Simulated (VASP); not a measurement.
Here is a VASP 6.6.1 calculation.

INCAR

```
SYSTEM = Zn
PREC = Accurate ; ENCUT = 520
EDIFF = 1E-7 ; ISMEAR = -1
SIGMA = 0.15 ; LREAL = .False.
LASPH = .True. ; NELM = 60
ALGO = Normal ; ISIF = 2
LWAVE = .False. ; LCHARG = .True.
GGA = PS ; LELF = .True.
LVHAR = .True. ; NBANDS = 12
```

The input KPOINTS:

```
regular mesh
0
Gamma
  12 12 12
  0 0 0
```

Contents of POSCAR:

```
Zn
1.0
   -1.5291710270      1.5291710270      1.5291710270
    1.5291710270     -1.5291710270      1.5291710270
    1.5291710270      1.5291710270     -1.5291710270
Zn
1
Direct
    0.0000000000      0.0000000000      0.0000000000
```

Potentials or basis: VASP PAW PBE potentials, release 64 (Zn).

Command:

```console
$ cat potpaw_PBE.64/Zn/POTCAR > POTCAR
$ mpirun -np 1 vasp_std > vasp.out
```

Estimate the pressure.

0.4 GPa.

Predict the band gap on the k mesh.

zero (band 6 reaches 7.78 eV, above the bottom of band 7 at 2.63 eV).

Caveat: the PAW data sets were made with another functional, which shifts forces and pressure a little.
